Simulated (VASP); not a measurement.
# SnSe (Fm-3m) in VASP: notebook

SnSe is run at these levels: PBEsol; tasks: single point, relaxation of cell and atoms.

All numbers are computed with VASP 6.6.1; they aren't measurements. Logs are shortened: lines on timing, memory, paths and dates and some standing lists are left out, and cuts for length are marked.

## Step 1: The cell of the first run

The structure is cubic, space group Fm-3m (No. 225). Conventional cell: a = 5.932 Å, b = 5.932 Å, c = 5.932 Å, α = 90.00°, β = 90.00°, γ = 90.00°. Within 3.9 Å of Sn (site symmetry m-3m) lie 6 Se at 2.97 Å. Se (site symmetry m-3m) has 6 Sn at 2.97 Å within 3.9 Å.

## Step 2: Single point, PBEsol

INCAR

```
SYSTEM = SnSe
PREC = Accurate
ENCUT = 520
EDIFF = 1E-6
ISMEAR = -1
SIGMA = 0.03
LREAL = .FALSE.
LASPH = .TRUE.
NELM = 80
ALGO = Normal
ISIF = 2
LWAVE = .FALSE.
LCHARG = .FALSE.
GGA = PS
NBANDS = 17
```

KPOINTS

```
regular mesh
0
G
  6 6 6
  0 0 0
```

POSCAR

```
SnSe
1.0
    0.0000000000      2.9659938323      2.9659938323
    2.9659938323      0.0000000000      2.9659938323
    2.9659938323      2.9659938323      0.0000000000
Sn Se
1 1
Direct
    0.0000000000      0.0000000000      0.0000000000
    0.5000000000      0.5000000000      0.5000000000
```

Potentials or basis: VASP PAW PBE potentials, release 64 (Sn_d, Se).

Command:

```sh
$ cat potpaw_PBE.64/Sn_d/POTCAR potpaw_PBE.64/Se/POTCAR > POTCAR
$ mpirun -np 1 vasp_std > vasp.out
```

OUTCAR:

```text
SYSTEM = SnSe
   PREC = Accurate
   ENCUT = 520
   EDIFF = 1E-6
   ISMEAR = -1
   LREAL = .FALSE.
   LASPH = .TRUE.
   NELM = 80
   ISIF = 2
   GGA = PS

 ion  position               nearest neighbor table
   1  0.000  0.000  0.000-   2 2.97   2 2.97   2 2.97   2 2.97   2 2.97   2 2.97
   2  0.500  0.500  0.500-   1 2.97   1 2.97   1 2.97   1 2.97   1 2.97   1 2.97

  LATTYP: Found a face centered cubic cell.
 ALAT       =     5.9319876646

  Lattice vectors:

 A1 = (   0.0000000000,   2.9659938323,   2.9659938323)
 A2 = (   2.9659938323,   0.0000000000,   2.9659938323)
 A3 = (   2.9659938323,   2.9659938323,   0.0000000000)

Analysis of symmetry for initial positions (statically):
=====================================================================
 Subroutine PRICEL returns:
 Original cell was already a primitive cell.

 Routine SETGRP: Setting up the symmetry group for a
 face centered cubic supercell.

 Subroutine GETGRP returns: Found 48 space group operations
 (whereof 48 operations were pure point group operations)
 out of a pool of 48 trial point group operations.

The static configuration has the point symmetry O_h .

Analysis of symmetry for dynamics (positions and initial velocities):
=====================================================================
 Subroutine PRICEL returns:
 Original cell was already a primitive cell.

 Routine SETGRP: Setting up the symmetry group for a
 face centered cubic supercell.

 Subroutine GETGRP returns: Found 48 space group operations
 (whereof 48 operations were pure point group operations)
 out of a pool of 48 trial point group operations.

The dynamic configuration has the point symmetry O_h .

 Subroutine INISYM returns: Found 48 space group operations
 (whereof 48 operations are pure point group operations),
 and found     1 'primitive' translations

----------------------------------------------------------------------------------------

                                     Primitive cell

  volume of cell :      52.1844

  direct lattice vectors                    reciprocal lattice vectors
     0.000000000  2.965993832  2.965993832    -0.168577559  0.168577559  0.168577559
     2.965993832  0.000000000  2.965993832     0.168577559 -0.168577559  0.168577559
     2.965993832  2.965993832  0.000000000     0.168577559  0.168577559 -0.168577559

  length of vectors
     4.194548704  4.194548704  4.194548704     0.291984897  0.291984897  0.291984897

  position of ions in fractional coordinates (direct lattice)
     0.000000000  0.000000000  0.000000000
     0.500000000  0.500000000  0.500000000

  ion indices of the primitive-cell ions
   primitive index   ion index
                 1           1
                 2           2

----------------------------------------------------------------------------------------

 KPOINTS: regular mesh

Automatic generation of k-mesh.
 Grid dimensions read from file:
 generate k-points for:    6    6    6

 Generating k-lattice:

  Cartesian coordinates                     Fractional coordinates (reciprocal lattice)
    -0.028096260  0.028096260  0.028096260     0.166666667  0.000000000  0.000000000
     0.028096260 -0.028096260  0.028096260     0.000000000  0.166666667  0.000000000
     0.028096260  0.028096260 -0.028096260     0.000000000  0.000000000  0.166666667

  Length of vectors
     0.048664150  0.048664150  0.048664150

  Shift w.r.t. Gamma in fractional coordinates (k-lattice)
     0.000000000  0.000000000  0.000000000

 Subroutine IBZKPT returns following result:
 ===========================================

 Found     16 irreducible k-points:

 Following reciprocal coordinates:
            Coordinates               Weight
  0.000000  0.000000  0.000000      1.000000
  0.166667  0.000000  0.000000      8.000000
  0.333333  0.000000  0.000000      8.000000
  0.500000  0.000000  0.000000      4.000000
  0.166667  0.166667  0.000000      6.000000
  0.333333  0.166667  0.000000     24.000000
[... 8 lines left out ...]
 -0.333333  0.333333  0.166667     24.000000
 -0.333333  0.500000  0.166667     12.000000
   k-points           NKPTS =     16   k-points in BZ     NKDIM =     16   number of bands    NBANDS=     17
   number of dos      NEDOS =    301   number of ions     NIONS =      2
   total plane-waves  NPLWV =  32768
   dimension x,y,z NGX =    32 NGY =   32 NGZ =   32
   dimension x,y,z NGXF=    64 NGYF=   64 NGZF=   64
   ions per type =               1   1
   NGX,Y,Z   is equivalent  to a cutoff of  12.68, 12.68, 12.68 a.u.
   NGXF,Y,Z  is equivalent  to a cutoff of  25.37, 25.37, 25.37 a.u.
 SYSTEM =  SnSe
   PREC   = accura    normal or accurate (medium, high low for compatibility)
   ISTART =      0    job   : 0-new  1-cont  2-samecut
   ICHARG =      2    charge: 1-file 2-atom 10-const
   ISPIN  =      1    spin polarized calculation?
   LNONCOLLINEAR =      F non collinear calculations
   LSORBIT =      F    spin-orbit coupling
   LASPH  =      T    aspherical Exc in radial PAW
   ENCUT  =  520.0 eV  38.22 Ry    6.18 a.u.   7.80  7.80  7.80*2*pi/ulx,y,z
   NELM   =     80;   NELMIN=  2; NELMDL= -5     # of ELM steps
   EDIFF  = 0.1E-05   stopping-criterion for ELM
   LREAL  =      F    real-space projection
   EDIFFG = 0.1E-04   stopping-criterion for IOM
   NSW    =      0    number of steps for IOM
   IBRION =     -1    ionic relax: 0-MD 1-quasi-New 2-CG
   NFREE  =      0    steps in history (QN), initial steepest desc. (CG)
   ISIF   =      2    stress and relaxation
   ISYM   =      2    0-nonsym 1-usesym 2-fastsym
   POTIM  = 0.5000    time-step for ionic-motion
   TEBEG  =    0.0;   TEEND  =   0.0 temperature during run
   PSTRESS=    0.0 pullay stress
   NELECT =      20.0000    total number of electrons
   NUPDOWN=      -1.0000    fix difference up-down
   EMIN   =  10.00;   EMAX   =-10.00  energy-range for DOS
   EFERMI =   0.00;   METHOD = LEGACY
   ISMEAR =    -1;   SIGMA  =   0.03  broadening in eV -4-tet -1-fermi 0-gaus
   EFERMI_NEDOS =   21; number of points for ismear=-14 and -15
   IALGO  =     38    algorithm
   IMIX   =      4    mixing-type and parameters
     AMIX     =   0.40;   BMIX     =  1.00
     AMIX_MAG =   1.60;   BMIX_MAG =  1.00
  volume/ion in A,a.u.               =      26.09       176.08
  Fermi-wavevector in a.u.,A,eV,Ry     =   1.189154  2.247174 19.239809  1.414086
  Thomas-Fermi vector in A             =   2.325267
   LORBIT       =      0    0 simple, 1 ext, 2 COOP (PROOUT), +10 PAW based schemes
   GGA     = PS    functional components
   LHFCALC =     F    Hartree Fock is set to
   AEXX    =    0.0000 exact exchange contribution
   IVDW    =     0    specifies the selected vdW correction
   LEPSILON=     F    determine dielectric tensor
   LRPA    =     F    only Hartree local field effects (RPA)
 non-spin polarized calculation
  energy-cutoff  :      520.00
  volume of cell :       52.18
 maximum number of plane-waves:      1420
   NGX = 15   NGY = 15   NGZ = 15

 number of electron      20.0000005 magnetization

 Free energy of the ion-electron system (eV)
  ---------------------------------------------------
  ext. energy  EPLUGINS =         0.00000000
  ---------------------------------------------------
  free energy    TOTEN  =        -9.00891571 eV

  energy without entropy =       -9.00891569  energy(sigma->0) =       -9.00891570

 E-fermi :   6.2409     XC(G=0):  -9.9822

 val. band max:        5.8178304749   @ k =   0.5000   0.0000   0.0000
 cond. band min:       6.6642126104   @ k =   0.5000   0.0000   0.0000
 fundamental gap:      0.8463821356
 Fermi energy:         6.2409110154

 k-point     1 :       0.0000    0.0000    0.0000
  band No.  band energies     occupation
      1     -15.5488      2.00000
      2     -15.5488      2.00000
      3     -15.5469      2.00000
      4     -15.5469      2.00000
      5     -15.5469      2.00000
      6      -8.2610      2.00000
[... 9 lines left out ...]
     16      11.6880      0.00000
     17      13.9297      0.00000

 k-point     2 :       0.1667    0.0000    0.0000
  band No.  band energies     occupation
      1     -15.5510      2.00000
      2     -15.5510      2.00000
      3     -15.5462      2.00000
      4     -15.5432      2.00000
      5     -15.5432      2.00000
      6      -8.0529      2.00000
[... 9 lines left out ...]
     16      12.3465      0.00000
     17      15.9019      0.00000

 k-point     3 :       0.3333    0.0000    0.0000
  band No.  band energies     occupation
      1     -15.5561      2.00000
      2     -15.5561      2.00000
      3     -15.5448      2.00000
      4     -15.5352      2.00000
      5     -15.5352      2.00000
      6      -7.5485      2.00000
[... 9 lines left out ...]
     16      14.0346      0.00000
     17      17.9842      0.00000

 k-point     4 :       0.5000    0.0000    0.0000
  band No.  band energies     occupation
      1     -15.5586      2.00000
      2     -15.5586      2.00000
      3     -15.5442      2.00000
      4     -15.5312      2.00000
      5     -15.5312      2.00000
      6      -7.2241      2.00000
[... 9 lines left out ...]
     16      16.1683      0.00000
     17      16.1683      0.00000

 k-point     5 :       0.1667    0.1667    0.0000
  band No.  band energies     occupation
      1     -15.5555      2.00000
      2     -15.5490      2.00000
      3     -15.5464      2.00000
      4     -15.5416      2.00000
      5     -15.5416      2.00000
      6      -7.9828      2.00000
[... 9 lines left out ...]
     16      13.4854      0.00000
     17      14.4903      0.00000

 k-point     6 :       0.3333    0.1667    0.0000
  band No.  band energies     occupation
      1     -15.5621      2.00000
      2     -15.5487      2.00000
      3     -15.5481      2.00000
      4     -15.5368      2.00000
      5     -15.5340      2.00000
      6      -7.5717      2.00000
[... 9 lines left out ...]
     16      14.9849      0.00000
     17      16.6940      0.00000

 k-point     7 :       0.5000    0.1667    0.0000
  band No.  band energies     occupation
      1     -15.5644      2.00000
      2     -15.5533      2.00000
      3     -15.5434      2.00000
      4     -15.5344      2.00000
      5     -15.5302      2.00000
      6      -7.1533      2.00000
[... 9 lines left out ...]
     16      16.3488      0.00000
     17      16.7667      0.00000

 k-point     8 :      -0.3333    0.1667    0.0000
  band No.  band energies     occupation
      1     -15.5601      2.00000
      2     -15.5554      2.00000
      3     -15.5422      2.00000
      4     -15.5343      2.00000
      5     -15.5342      2.00000
      6      -7.2624      2.00000
[... 9 lines left out ...]
     16      15.4046      0.00000
     17      17.1011      0.00000

 k-point     9 :      -0.1667    0.1667    0.0000
  band No.  band energies     occupation
      1     -15.5539      2.00000
      2     -15.5534      2.00000
      3     -15.5452      2.00000
      4     -15.5411      2.00000
      5     -15.5368      2.00000
      6      -7.7405      2.00000
[... 9 lines left out ...]
     16      14.5548      0.00000
     17      15.2902      0.00000

 k-point    10 :       0.3333    0.3333    0.0000
  band No.  band energies     occupation
      1     -15.5742      2.00000
      2     -15.5531      2.00000
      3     -15.5417      2.00000
      4     -15.5307      2.00000
      5     -15.5307      2.00000
      6      -7.3127      2.00000
[... 9 lines left out ...]
     16      16.7370      0.00000
     17      16.9607      0.00000

 k-point    11 :       0.5000    0.3333    0.0000
  band No.  band energies     occupation
      1     -15.5783      2.00000
      2     -15.5509      2.00000
      3     -15.5435      2.00000
      4     -15.5291      2.00000
      5     -15.5274      2.00000
      6      -6.9922      2.00000
[... 9 lines left out ...]
     16      17.1093      0.00000
     17      17.5070      0.00000

 k-point    12 :      -0.3333    0.3333    0.0000
  band No.  band energies     occupation
      1     -15.5707      2.00000
      2     -15.5493      2.00000
      3     -15.5424      2.00000
      4     -15.5344      2.00000
      5     -15.5303      2.00000
      6      -6.9647      2.00000
[... 9 lines left out ...]
     16      15.0439      0.00000
     17      17.6613      0.00000

 k-point    13 :       0.5000    0.5000    0.0000
  band No.  band energies     occupation
      1     -15.5860      2.00000
      2     -15.5551      2.00000
      3     -15.5394      2.00000
      4     -15.5252      2.00000
      5     -15.5252      2.00000
      6      -6.9000      2.00000
[... 9 lines left out ...]
     16      17.8928      0.00000
     17      18.6626      0.00000

 k-point    14 :       0.5000    0.3333    0.1667
  band No.  band energies     occupation
      1     -15.5683      2.00000
      2     -15.5489      2.00000
      3     -15.5466      2.00000
      4     -15.5332      2.00000
      5     -15.5310      2.00000
      6      -7.1878      2.00000
[... 9 lines left out ...]
     16      15.9471      0.00000
     17      16.5429      0.00000

 k-point    15 :      -0.3333    0.3333    0.1667
  band No.  band energies     occupation
      1     -15.5701      2.00000
      2     -15.5503      2.00000
      3     -15.5403      2.00000
      4     -15.5385      2.00000
      5     -15.5279      2.00000
      6      -6.9646      2.00000
[... 9 lines left out ...]
     16      17.4327      0.00000
     17      17.4762      0.00000

 k-point    16 :      -0.3333    0.5000    0.1667
  band No.  band energies     occupation
      1     -15.5778      2.00000
      2     -15.5479      2.00000
      3     -15.5451      2.00000
      4     -15.5329      2.00000
      5     -15.5252      2.00000
      6      -6.8773      2.00000
[... 9 lines left out ...]
     16      17.3164      0.00000
     17      18.7597      0.00000

------------------------ aborting loop because EDIFF is reached ----------------------------------------

  FORCE on cell =-STRESS in cart. coord.  units (eV):
  Direction    XX          YY          ZZ          XY          YZ          ZX
  --------------------------------------------------------------------------------------
  -------------------------------------------------------------------------------------
  Total        0.0131478      0.0131478      0.0131478     -0.0000000     -0.0000000      0.0000000
  in kB        0.4036682      0.4036682      0.4036682     -0.0000000     -0.0000000      0.0000000
  external PRESSURE =       0.4036682 kB  Pullay stress =       0.0000000 kB

 VOLUME and BASIS-vectors are now :
 -----------------------------------------------------------------------------
  energy-cutoff  :      520.00
  volume of cell :       52.18
      direct lattice vectors                 reciprocal lattice vectors
     0.000000000  2.965993832  2.965993832    -0.168577559  0.168577559  0.168577559
     2.965993832  0.000000000  2.965993832     0.168577559 -0.168577559  0.168577559
     2.965993832  2.965993832  0.000000000     0.168577559  0.168577559 -0.168577559

 POSITION                                       TOTAL-FORCE (eV/Angst)
 -----------------------------------------------------------------------------------
      0.00000      0.00000      0.00000         0.000000      0.000000      0.000000
      2.96599      2.96599      2.96599        -0.000000     -0.000000     -0.000000
 -----------------------------------------------------------------------------------
    total drift:                                0.000000     -0.000000     -0.000000

  FREE ENERGIE OF THE ION-ELECTRON SYSTEM (eV)
  ---------------------------------------------------
  free  energy   TOTEN  =        -9.0089157123 eV

  energy  without entropy=       -9.0089156870  energy(sigma->0) =       -9.00891570
```

Wall time 7.6 s (1 thread of Intel Xeon Platinum 8488C (Sapphire Rapids), shared host); peak memory 0.17 GiB.

What came out:

```yaml
Free_energy: -9.0089 eV
Pressure: 0.0 GPa
Band_gap_on_the_k_mesh: 0.85 eV, direct
```

Caveat: the PAW data sets were made with another functional, which shifts forces and pressure a little; spin-orbit coupling is left out, which moves the levels of the heavy elements.

## Step 3: Relaxation of cell and atoms, PBEsol

This run uses another cell than the first one, of 20.00 Å³/atom, 0.767 times its volume.

INCAR

```
SYSTEM = SnSe
PREC = Accurate
ENCUT = 600
EDIFF = 1E-6
ISMEAR = -1
SIGMA = 0.03
LREAL = .False.
LASPH = .True.
NELM = 60
ALGO = Normal
ISIF = 3
LWAVE = .False.
LCHARG = .False.
GGA = PS
IBRION = 2
NSW = 100
EDIFFG = -0.01
```

KPOINTS

```
Automatic mesh
0
Gamma
  6 6 6
  0 0 0
```

POSCAR

```
SnSe
1.0
    0.0000000000      2.7144830000      2.7144830000
    2.7144830000      0.0000000000      2.7144830000
    2.7144830000      2.7144830000      0.0000000000
Sn Se
1 1
Direct
    0.0000000000      0.0000000000      0.0000000000
    0.5000000000      0.5000000000      0.5000000000
```

Potentials or basis: VASP PAW PBE potentials, release 64 (Sn_d, Se).

Command:

```sh
$ cat potpaw_PBE.64/Sn_d/POTCAR potpaw_PBE.64/Se/POTCAR > POTCAR
$ mpirun -np 1 vasp_std > vasp.out
```

Run time: 24 s. Hardware: 1 thread of Intel Xeon Platinum 8488C (Sapphire Rapids), shared host; peak memory 0.19 GiB.

The run converged. Its results:

* Free energy: -9.0065 eV
* Relaxed volume: 26.10 Å³/atom
* Relaxed cell: a = 4.195 Å, b = 4.195 Å, c = 4.195 Å, α = 60.00°, β = 60.00°, γ = 60.00°
* Space group after relaxing (to 0.05 Å): Fm-3m (No. 225)
* Energy gained by relaxing: 414.3 meV/atom
* Ionic steps: 5
* Pressure after relaxing: 0.0 GPa
* Band gap on the k mesh: 0.84 eV, direct

Step by step:
| step | energy change (eV) | largest force (eV/Å) | pressure (GPa) | volume (Å³) |
| --- | --- | --- | --- | --- |
| 1 | 0.0000 | 0.0000 | 27.77 | 40.00 |
| 2 | -0.5206 | 0.0000 | -7.20 | 63.62 |
| 3 | -0.8287 | 0.0000 | 0.07 | 52.25 |
| 4 | -0.8284 | 0.0000 | -0.28 | 52.52 |
| 5 | -0.8287 | 0.0000 | 0.00 | 52.21 |

Final structure:
```xyz
2
Lattice="0.0000 2.9664 2.9664 2.9664 0.0000 2.9664 2.9664 2.9664 0.0000" Properties=species:S:1:pos:R:3 pbc="T T T"
Sn    2.9664    0.0000    2.9664
Se    2.9664    2.9664    2.9664
```

Levels at points of the mesh, in eV from the valence-band top:
```tsv
k point	band 6	band 7	band 8	band 9	band 10	band 11	band 12	band 13	band 14
(0.00, 0.00, 0.00)	-14.08	-4.85	-2.20	-2.20	-2.20	4.57	4.57	4.57	5.87
(0.50, 0.00, 0.00)	-13.04	-8.20	-1.94	-1.94	0.00	0.84	1.30	1.30	8.36
(0.50, 0.50, 0.00)	-12.72	-5.93	-5.70	-3.74	-3.74	2.89	5.69	5.69	6.33
```

Caveat: the volume moved by over 15 % at a fixed basis, so the end points are rough; the PAW data sets were made with another functional, which shifts forces and pressure a little; spin-orbit coupling is left out, which moves the levels of the heavy elements. A k mesh can miss the band edges.
